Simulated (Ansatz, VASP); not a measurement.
## MgIn2N2: VASP beside Ansatz

```
Mg In N
1.0
     1.68502    0.97285    7.84439
    -1.68502    0.97285    7.84439
     0.00000   -1.94569    7.84439
Mg In N
1 2 2
Cartesian
  0.0000 0.0000 0.0000
  0.0000 0.0000 10.3345
  0.0000 0.0000 13.1987
  0.0000 0.0000 6.5155
  0.0000 0.0000 17.0177
```

Alike in both runs: task single point; functional r2SCAN; k mesh 8 × 8 × 8; no spin polarisation.

|  | VASP | Ansatz |
| --- | --- | --- |
| version | VASP 6.6.1 | Ansatz 0.2.0 |
| potentials or method | VASP PAW PBE potentials, release 64 (Mg, In_d, N) | plane waves, PAW |
| plane-wave cutoff (eV) | 520 | 500 |
| occupations | gaussian, width 0.01 eV | fixed |
| valence electrons in the cell | 38 | 46 |

Ansatz gave:

```
gap on the k mesh at the Fermi level (eV)                     : 0.34
pressure (GPa)                                                : -6.4
traceless stress, the component that is largest in VASP (GPa) : 0.10
rms of the force components (eV/Å)                            : 0.162
```

Which values does VASP return?

gap on the k mesh at the Fermi level (eV): 0.36; pressure (GPa): -6.4; traceless stress, the component that is largest in VASP (GPa): -0.03; rms of the force components (eV/Å): 0.142.

VASP's potentials were made for PBE, not for r2SCAN. Atom by atom the forces differ by 0.024 eV/Å (rms over components). VASP's potentials hold 38 valence electrons a cell and Ansatz's 46, so a difference there can come from the potentials and not from the codes.
